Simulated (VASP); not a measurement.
Write the native input for VASP 6.6.1 that does the following.

| Item | Value |
| --- | --- |
| Task | single point |
| Functional | PBEsol |
| Potentials or basis | VASP PAW PBE potentials, release 64 (Au) |
| Cutoff | 520 eV |
| k mesh | 18 × 18 × 10 |
| Occupations | gaussian, width 0.1 eV |
| Spin | no spin polarisation |
| Dipole correction | no |
| Further INCAR settings | ALGO = Normal; EDIFF = 1e-06; NBANDS = 18 |

The structure of Au lies in POSCAR:

```
Au
1.0
    2.8651901233      0.0000000000      0.0000000000
   -1.4325950616      2.4813274334      0.0000000000
    0.0000000000      0.0000000000      4.7905779957
Au
2
Direct
    0.3333333333      0.6666666667      0.7500000000
    0.6666666667      0.3333333333      0.2500000000
```

The input as run:

INCAR

```
PREC = Accurate
ENCUT = 520
EDIFF = 1E-6
ISMEAR = 0
SIGMA = 0.1
LREAL = False
LASPH = True
NELM = 100
ALGO = Normal
ISIF = 2
LWAVE = False
LCHARG = False
GGA = PS
NBANDS = 18
```

KPOINTS

```
regular mesh
0
Gamma
  18 18 10
```

Potentials or basis: VASP PAW PBE potentials, release 64 (Au).

Launch:

```console
$ cat potpaw_PBE.64/Au/POTCAR > POTCAR
$ mpirun -np 1 vasp_std > vasp.out
```

Results of the run:

```json
{
 "Pressure": "-0.3 GPa",
 "Band gap on the k mesh": "zero (band 11 reaches 13.56 eV, above the bottom of band 12 at 6.64 eV)"
}
```

Caveat: the PAW data sets were made with another functional, which shifts forces and pressure a little; spin-orbit coupling is left out, which moves the levels of the heavy elements.

It took 62 s on 1 thread of Intel Xeon 6975P-C, on a shared host, peak memory 0.24 GiB.
